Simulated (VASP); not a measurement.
# ZrSi31 (a cell with a defect) in VASP: single point with PBEsol

Aim: the single point of ZrSi31 (a cell with a defect) with PBEsol.

Everything below comes from runs of VASP 6.6.1. Logs are shortened: lines on timing, memory, paths and dates and some standing lists are left out, and cuts for length are marked.

### 1 The cell of the first run

The cell holds a defect, 64 atoms: a = 10.866 Å, b = 10.866 Å, c = 10.866 Å, α = 90.00°, β = 90.00°, γ = 90.00°.

### 2 Single point, PBEsol

Contents of INCAR:

```
PREC = Accurate
ENCUT = 520
EDIFF = 1E-6
ISMEAR = -1
SIGMA = 0.05
LREAL = Auto
LASPH = T
NELM = 100
ALGO = Normal
ISIF = 2
LWAVE = F
LCHARG = T
GGA = PS
LELF = T
LVHAR = T
NBANDS = 174
ISYM = 0
```

Contents of KPOINTS:

```
Automatic mesh
0
Gamma
  1 1 1
  0.25 0.25 0.25
```

Contents of POSCAR:

```
ZrSi31
1.0
   10.8655790000      0.0000000000      0.0000000000
    0.0000000000     10.8655790000      0.0000000000
    0.0000000000      0.0000000000     10.8655790000
Si Zr
62 2
Direct
    0.0019100000      0.9962660000      0.9963940000
    0.0066490000      0.0005010000      0.4982410000
    0.0066220000      0.4981310000      0.0005940000
    0.9876040000      0.5031010000      0.5031880000
    0.5003180000      0.9790840000      0.9792660000
    0.4999770000      0.0058250000      0.4899120000
    0.4999670000      0.4897890000      0.0059520000
    0.1237610000      0.1232520000      0.1233760000
    0.1292890000      0.1376690000      0.6206610000
    0.1293100000      0.6205230000      0.1377460000
    0.1234310000      0.6251100000      0.6252080000
    0.6260240000      0.1070650000      0.1072300000
    0.6214120000      0.1250600000      0.6244230000
    0.6213860000      0.6243300000      0.1251650000
    0.2496010000      0.2462820000      0.9973380000
    0.2632460000      0.2690860000      0.5038930000
    0.2480680000      0.7446020000      0.0029170000
    0.2559020000      0.7398960000      0.4963020000
    0.7529670000      0.2449730000      0.0011350000
    0.7461010000      0.2463570000      0.4960300000
    0.7506370000      0.7425360000      0.9982190000
    0.7201900000      0.7545310000      0.5174640000
    0.3685370000      0.3728340000      0.1279690000
    0.4116740000      0.3993170000      0.6153210000
    0.3762060000      0.8712180000      0.1229050000
    0.3742790000      0.8817830000      0.6119790000
    0.8792080000      0.3723520000      0.1246290000
    0.8594070000      0.3802940000      0.6332360000
    0.8745660000      0.8729850000      0.1208260000
    0.8758410000      0.8736600000      0.6185560000
    0.2495800000      0.9972030000      0.2464210000
    0.2480630000      0.0028160000      0.7447250000
    0.2632340000      0.5037610000      0.2691960000
    0.2559050000      0.4962250000      0.7400260000
    0.7530030000      0.0009990000      0.2451200000
    0.7506300000      0.9980910000      0.7426480000
    0.7461080000      0.4959450000      0.2464220000
    0.7200740000      0.5174020000      0.7545930000
    0.3685330000      0.1278340000      0.3729630000
    0.3762200000      0.1227220000      0.8713930000
    0.4116620000      0.6150780000      0.3995160000
    0.3743540000      0.6119200000      0.8818740000
    0.8792160000      0.1245260000      0.3724820000
    0.8745600000      0.1206990000      0.8731170000
    0.8594290000      0.6331400000      0.3803410000
    0.8757850000      0.6184220000      0.8737530000
    0.0051200000      0.2516910000      0.2518040000
    0.9947220000      0.2518730000      0.7482460000
    0.9947570000      0.7481240000      0.2519470000
    0.9971750000      0.7501120000      0.7502500000
    0.4891680000      0.2257250000      0.2258580000
    0.4990210000      0.2526940000      0.7503650000
    0.4989930000      0.7501770000      0.2528960000
    0.4220860000      0.8186760000      0.8187240000
    0.1238120000      0.3806560000      0.3807810000
    0.1286560000      0.3732230000      0.8707170000
    0.1286420000      0.8705800000      0.3733420000
    0.1293090000      0.8722770000      0.8723850000
    0.6112830000      0.3467210000      0.3467870000
    0.6268270000      0.3693170000      0.8802690000
    0.6268210000      0.8801400000      0.3694260000
    0.6369060000      0.8477300000      0.8478630000
    0.6727390000      0.5045000000      0.5045500000
    0.5197400000      0.6592960000      0.6592370000
```

Potentials or basis: VASP PAW PBE potentials, release 64 (Si, Zr_sv).

The run is started by

```console
$ cat potpaw_PBE.64/Si/POTCAR potpaw_PBE.64/Zr_sv/POTCAR > POTCAR
$ mpirun -np 1 vasp_std > vasp.out
```

OUTCAR:

```text
PREC = Accurate
   ENCUT = 520
   EDIFF = 1E-6
   ISMEAR = -1
   LREAL = Auto
   LASPH = T
   NELM = 100
   ISIF = 2
   GGA = PS
   ISYM = 0

 ion  position               nearest neighbor table
   1  0.002  0.996  0.996-  29 2.35  44 2.35  58 2.36   8 2.36
   2  0.007  0.001  0.498-  57 2.36  43 2.37  30 2.37   9 2.40
   3  0.007  0.498  0.001-  56 2.36  27 2.37  46 2.37  10 2.40
   4  0.988  0.503  0.503-  11 2.39  28 2.39  45 2.39  55 2.39  63 3.42
   5  0.500  0.979  0.979-  40 2.37  25 2.37  12 2.39  62 2.51  54 2.61
   6  0.500  0.006  0.490-  39 2.33  26 2.33  61 2.34  13 2.36
   7  0.500  0.490  0.006-  23 2.33  42 2.33  60 2.34  14 2.36
   8  0.124  0.123  0.123-  15 2.35  31 2.35  47 2.36   1 2.36
   9  0.129  0.138  0.621-  48 2.37  32 2.37   2 2.40  16 2.40
  10  0.129  0.621  0.138-  49 2.37  17 2.37   3 2.40  33 2.40
  11  0.123  0.625  0.625-  50 2.36  18 2.36  34 2.36   4 2.39
  12  0.626  0.107  0.107-  35 2.34  19 2.34  51 2.35   5 2.39
  13  0.621  0.125  0.624-  20 2.35  36 2.35   6 2.36  52 2.36
  14  0.621  0.624  0.125-  37 2.35  21 2.35   7 2.36  53 2.36
  15  0.250  0.246  0.997-  56 2.35   8 2.35  40 2.36  23 2.36
  16  0.263  0.269  0.504-  55 2.36  39 2.38   9 2.40  24 2.46
  17  0.248  0.745  0.003-  25 2.35  58 2.37  10 2.37  42 2.39  54 2.87
[... 21 lines left out ...]
  39  0.369  0.128  0.373-  51 2.32   6 2.33  31 2.36  16 2.38
  40  0.376  0.123  0.871-  52 2.35  32 2.35  15 2.36   5 2.37
  41  0.412  0.615  0.400-  53 2.37  18 2.41  33 2.46  64 3.09  63 3.29
  42  0.374  0.612  0.882-   7 2.33  34 2.37  17 2.39  54 2.41  64 2.93
  43  0.879  0.125  0.372-  47 2.35  35 2.37   2 2.37  20 2.38
  44  0.875  0.121  0.873-  19 2.35   1 2.35  48 2.36  36 2.37
  45  0.859  0.633  0.380-  49 2.38   4 2.39  37 2.42  22 2.50  63 2.81
  46  0.876  0.618  0.874-  21 2.34  50 2.36   3 2.37  38 2.40
  47  0.005  0.252  0.252-  43 2.35  27 2.35   8 2.36  55 2.36
  48  0.995  0.252  0.748-  44 2.36   9 2.37  56 2.37  28 2.38
  49  0.995  0.748  0.252-  29 2.36  10 2.37  57 2.37  45 2.38
  50  0.997  0.750  0.750-  11 2.36  58 2.36  30 2.36  46 2.36
  51  0.489  0.226  0.226-  59 2.28  23 2.32  39 2.32  12 2.35
  52  0.499  0.253  0.750-  40 2.35  60 2.35  13 2.36  24 2.36
  53  0.499  0.750  0.253-  25 2.35  61 2.35  14 2.36  41 2.37
  54  0.422  0.819  0.819-  62 2.38  26 2.41  42 2.41   5 2.61  64 2.67  32 2.87  17 2.87
  55  0.124  0.381  0.381-  33 2.36  16 2.36  47 2.36   4 2.39
  56  0.129  0.373  0.871-  15 2.35   3 2.36  48 2.37  34 2.39
  57  0.129  0.871  0.373-  31 2.35   2 2.36  49 2.37  18 2.39
  58  0.129  0.872  0.872-   1 2.36  50 2.36  32 2.37  17 2.37
  59  0.611  0.347  0.347-  51 2.28  37 2.44  20 2.44  63 2.51
  60  0.627  0.369  0.880-  19 2.33   7 2.34  38 2.34  52 2.35
  61  0.627  0.880  0.369-  35 2.33   6 2.34  22 2.34  53 2.35
  62  0.637  0.848  0.848-  21 2.35  36 2.35  54 2.38   5 2.51  64 3.16
  63  0.673  0.505  0.505-  59 2.51  38 2.77  22 2.77  45 2.81  28 2.81  64 2.90  37 2.92  20 2.92
                            41 3.29  24 3.29   4 3.42
[... 214 lines left out ...]
   NELECT =     272.0000    total number of electrons
   NUPDOWN=      -1.0000    fix difference up-down
   EMIN   =  10.00;   EMAX   =-10.00  energy-range for DOS
   EFERMI =   0.00;   METHOD = LEGACY
   ISMEAR =    -1;   SIGMA  =   0.05  broadening in eV -4-tet -1-fermi 0-gaus
   EFERMI_NEDOS =   21; number of points for ismear=-14 and -15
   IALGO  =     38    algorithm
   IMIX   =      4    mixing-type and parameters
     AMIX     =   0.40;   BMIX     =  1.00
     AMIX_MAG =   1.60;   BMIX_MAG =  1.00
  volume/ion in A,a.u.               =      20.04       135.26
  Fermi-wavevector in a.u.,A,eV,Ry     =   0.976214  1.844777 12.966261  0.952993
  Thomas-Fermi vector in A             =   2.106815
   LORBIT       =      0    0 simple, 1 ext, 2 COOP (PROOUT), +10 PAW based schemes
   GGA     = PS    functional components
   LHFCALC =     F    Hartree Fock is set to
   AEXX    =    0.0000 exact exchange contribution
   IVDW    =     0    specifies the selected vdW correction
   LEPSILON=     F    determine dielectric tensor
   LRPA    =     F    only Hartree local field effects (RPA)
 non-spin polarized calculation
  energy-cutoff  :      520.00
  volume of cell :     1282.80
 maximum number of plane-waves:     34484
 NGX is ok and might be reduce to    84
   NGX = 41   NGY = 41   NGZ = 41

 number of electron     271.9999997 magnetization

 Free energy of the ion-electron system (eV)
  ---------------------------------------------------
  ext. energy  EPLUGINS =         0.00000000
  ---------------------------------------------------
  free energy    TOTEN  =      -371.21612886 eV

  energy without entropy =     -371.15288618  energy(sigma->0) =     -371.18450752

 E-fermi :   6.1806     XC(G=0):  -9.6567

 val. band max:        6.1280956844   @ k =   0.2500  -0.2500   0.2500
 cond. band min:       6.2249346728   @ k =  -0.2500   0.2500   0.2500
 fundamental gap:      0.0968389884
 Fermi energy:         6.1805792093

 k-point     1 :       0.2500    0.2500    0.2500
  band No.  band energies     occupation
      1     -42.8878      2.00000
      2     -42.8161      2.00000
      3     -21.1976      2.00000
      4     -21.0723      2.00000
      5     -21.0714      2.00000
      6     -20.9675      2.00000
[... 593 lines left out ...]
    147       7.3899      0.00000
    148       7.4324      0.00000
 [bands above 148 left out]

------------------------ aborting loop because EDIFF is reached ----------------------------------------

  FORCE on cell =-STRESS in cart. coord.  units (eV):
  Direction    XX          YY          ZZ          XY          YZ          ZX
  --------------------------------------------------------------------------------------
  -------------------------------------------------------------------------------------
  Total      -22.7007038     -5.3736150     -5.3663398     -1.2653294     -7.0999203     -1.2694588
  in kB      -28.3524951     -6.7114832     -6.7023967     -1.5803583     -8.8675865     -1.5855158
  external PRESSURE =     -13.9221250 kB  Pullay stress =       0.0000000 kB

 VOLUME and BASIS-vectors are now :
 -----------------------------------------------------------------------------
  energy-cutoff  :      520.00
  volume of cell :     1282.80
      direct lattice vectors                 reciprocal lattice vectors
    10.865579000  0.000000000  0.000000000     0.092033752  0.000000000  0.000000000
     0.000000000 10.865579000  0.000000000     0.000000000  0.092033752  0.000000000
     0.000000000  0.000000000 10.865579000     0.000000000  0.000000000  0.092033752

 POSITION                                       TOTAL-FORCE (eV/Angst)
 -----------------------------------------------------------------------------------
      0.02075     10.82501     10.82640         0.015198      0.030730      0.030161
      0.07225      0.00544      5.41368         0.063341      0.096720     -0.048779
      0.07195      5.41248      0.00645         0.063827     -0.051715      0.096811
     10.73089      5.46648      5.46743         0.059331      0.025317      0.025032
      5.43624     10.63831     10.64029         0.115499     -0.044202     -0.043596
      5.43254      0.06329      5.32318         0.072921      0.023588      0.129185
[... 56 lines left out ...]
      7.30970      5.48168      5.48223        -0.078585     -0.076032     -0.073896
      5.64728      7.16363      7.16299        -0.135941      0.040339      0.052959
 -----------------------------------------------------------------------------------
    total drift:                               -0.014422     -0.001427      0.002809

  FREE ENERGIE OF THE ION-ELECTRON SYSTEM (eV)
  ---------------------------------------------------
  free  energy   TOTEN  =      -371.2161288593 eV

  energy  without entropy=     -371.1528861808  energy(sigma->0) =     -371.18450752
```

Run time: 35 min. Hardware: 1 thread of Intel Xeon Platinum 8488C (Sapphire Rapids), shared host; peak memory 1.4 GiB.

Results:

```yaml
Free_energy: -371.2161 eV
Pressure: -1.4 GPa
Largest_force: 0.257 eV/Å
Band_gap_on_the_k_mesh: 0.10 eV
```

Forces in eV/Å, atoms in the order of the input:
```
Si   0.015  0.031  0.030
Si   0.063  0.097 -0.049
Si   0.064 -0.052  0.097
Si   0.059  0.025  0.025
Si   0.115 -0.044 -0.044
Si   0.073  0.024  0.129
Si   0.073  0.130  0.022
Si  -0.008 -0.017 -0.017
Si  -0.097 -0.137 -0.034
Si  -0.098 -0.034 -0.137
Si  -0.077 -0.020 -0.019
Si   0.029  0.068  0.067
Si  -0.039 -0.018 -0.039
Si  -0.039 -0.039 -0.016
Si  -0.005  0.047  0.019
Si   0.103 -0.027 -0.031
Si   0.020  0.004  0.015
Si   0.116  0.093 -0.005
Si   0.038  0.040  0.046
Si   0.009 -0.007 -0.125
Si   0.074  0.054 -0.001
Si   0.134  0.038  0.132
Si  -0.159  0.015 -0.014
Si   0.011  0.021 -0.095
Si  -0.005  0.008 -0.079
Si  -0.187 -0.085 -0.020
Si  -0.039  0.039  0.031
Si  -0.024 -0.012 -0.069
Si  -0.006 -0.084  0.010
Si  -0.043 -0.039  0.050
Si  -0.002  0.020  0.046
Si   0.018  0.017  0.003
Si   0.102 -0.032 -0.026
Si   0.116 -0.006  0.095
Si   0.036  0.046  0.039
Si   0.075  0.000  0.056
Si   0.009 -0.127 -0.008
Si   0.136  0.132  0.041
Si  -0.159 -0.013  0.015
Si  -0.005 -0.078  0.007
Si   0.012 -0.090  0.015
Si  -0.188 -0.021 -0.090
Si  -0.039  0.032  0.038
Si  -0.007  0.011 -0.087
Si  -0.024 -0.070 -0.010
Si  -0.042  0.051 -0.040
Si   0.013 -0.001 -0.001
Si   0.025  0.037  0.092
Si   0.025  0.091  0.037
Si   0.039 -0.002 -0.003
Si   0.085 -0.038 -0.038
Si   0.031  0.015  0.021
Si   0.030  0.022  0.013
Si  -0.001  0.028  0.029
Si  -0.028 -0.003 -0.003
Si  -0.100 -0.009 -0.091
Si  -0.099 -0.089 -0.010
Si  -0.132 -0.047 -0.044
Si   0.155  0.144  0.145
Si  -0.016 -0.073 -0.060
Si  -0.016 -0.060 -0.073
Si  -0.003  0.033  0.030
Zr  -0.079 -0.076 -0.074
Zr  -0.136  0.040  0.053
```

Caveat: the k points lie up to 0.58 Å⁻¹ apart; the PAW data sets were made with another functional, which shifts forces and pressure a little.
